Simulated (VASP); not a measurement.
Here is a VASP 6.6.1 calculation.

Contents of INCAR:

```
SYSTEM = LiBr
PREC = Accurate
ENCUT = 750
EDIFF = 1E-6
ISMEAR = 0
SIGMA = 0.01
LREAL = .FALSE.
LASPH = .TRUE.
NELM = 120
ALGO = Normal
ISIF = 2
LWAVE = .FALSE.
LCHARG = .FALSE.
GGA = PS
NBANDS = 12
GGA_COMPAT = .FALSE.
```

KPOINTS

```
Automatic mesh
0
G
  8 8 8
  0 0 0
```

The input POSCAR:

```
LiBr
1.0
    0.0000000000      2.5176885214      2.5176885214
    2.5176885214      0.0000000000      2.5176885214
    2.5176885214      2.5176885214      0.0000000000
Li Br
1 1
Direct
    0.0000000000      0.0000000000      0.0000000000
    0.5000000000      0.5000000000      0.5000000000
```

Potentials or basis: VASP PAW PBE potentials, release 64 (Li_sv, Br).

Run with:

```sh
$ cat potpaw_PBE.64/Li_sv/POTCAR potpaw_PBE.64/Br/POTCAR > POTCAR
$ mpirun -np 1 vasp_std > vasp.out
```

Question: Predict the pressure.

Answer: 10.0 GPa.

Question: Estimate the band gap on the k mesh.

Answer: 5.55 eV, indirect (least direct gap 5.96 eV).

Caveat: the PAW data sets were made with another functional, which shifts forces and pressure a little. A k mesh can miss the band edges.
